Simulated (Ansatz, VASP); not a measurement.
# Two plane-wave programs on H2RuCl

INCAR

```
SYSTEM = H2RuCl
ALGO = Normal
EDIFF = 1E-6
EDIFFG = -0.01
ENCUT = 600
GGA = PE
IBRION = 2
ISIF = 3
ISMEAR = 0
LASPH = .TRUE.
LCHARG = .FALSE.
LREAL = .FALSE.
LWAVE = .FALSE.
NELM = 80
NSW = 100
PREC = Accurate
SIGMA = 0.1
```

Contents of KPOINTS:

```
k-points
0
G
  18 18 10
  0 0 0
```

POSCAR

```
H2RuCl
1.0
    3.0946144127      0.0000000000      0.0000000000
   -1.5473072063      2.6800146963      0.0000000000
    0.0000000000      0.0000000000      4.8397122123
H Ru Cl
2 1 1
Direct
    0.6666666667      0.3333333333      0.4044853494
    0.3333333333      0.6666666667      0.5955146506
    0.0000000000      0.0000000000      0.5000000000
    0.0000000000      0.0000000000      0.0000000000
```

Input for Ansatz:

```yaml
crystal:
  lattice:
    - [3.0946144127, 0.0, 0.0]
    - [-1.5473072063, 2.6800146963, 0.0]
    - [0.0, 0.0, 4.8397122123]
  atoms:
    - { symbol: H, position: [0.6666666667, 0.3333333333, 0.4044853494] }
    - { symbol: H, position: [0.3333333333, 0.6666666667, 0.5955146506] }
    - { symbol: Ru, position: [0.0, 0.0, 0.5] }
    - { symbol: Cl, position: [0.0, 0.0, 0.0] }
basis:
  ecutwfc: 420
kpoints:
  mp_grid: { grid: [18, 18, 10] }
hamiltonian:
  xc: pbe
scf:
  occupations: { method: gaussian, width: 0.1 }
output:
  forces: true
  stress: true
  eigenvalues: true
relax:
  adjacent_minimum: "off"
  f_tol: 0.01
  max_steps: 80
  cell: { stress_tol: 0.05 }
```

Change from the starting cell: species swapped into the TiCrAs2 type (P-3m1, No. 164).

Alike in both runs: task relaxation of cell and atoms; functional PBE; k mesh 18 × 18 × 10; occupations gaussian, width 0.1 eV; no spin polarisation.

```csv
,VASP,Ansatz
version,VASP 6.6.1,Ansatz 0.2.0
potentials or method,"VASP PAW PBE potentials, release 64 (H, Ru_pv, Cl), cutoff 600 eV","scalar-relativistic, plane waves, PAW"
valence electrons in the cell,23,25
```

```tsv
	VASP	Ansatz	Ansatz less VASP
gap on the k mesh at the Fermi level, each at its own relaxed structure (eV)	none	none	-
relaxed volume (Å³/atom)	10.50	10.51	+0.011
relaxed length of the cell vector where the two differ most in proportion (Å)	3.219	3.221	+0.0013
```

A gap of «none» marks a metal or a gap that the smearing closes. VASP's potentials hold 23 valence electrons a cell and Ansatz's 25, so a difference there can come from the potentials and not from the codes.
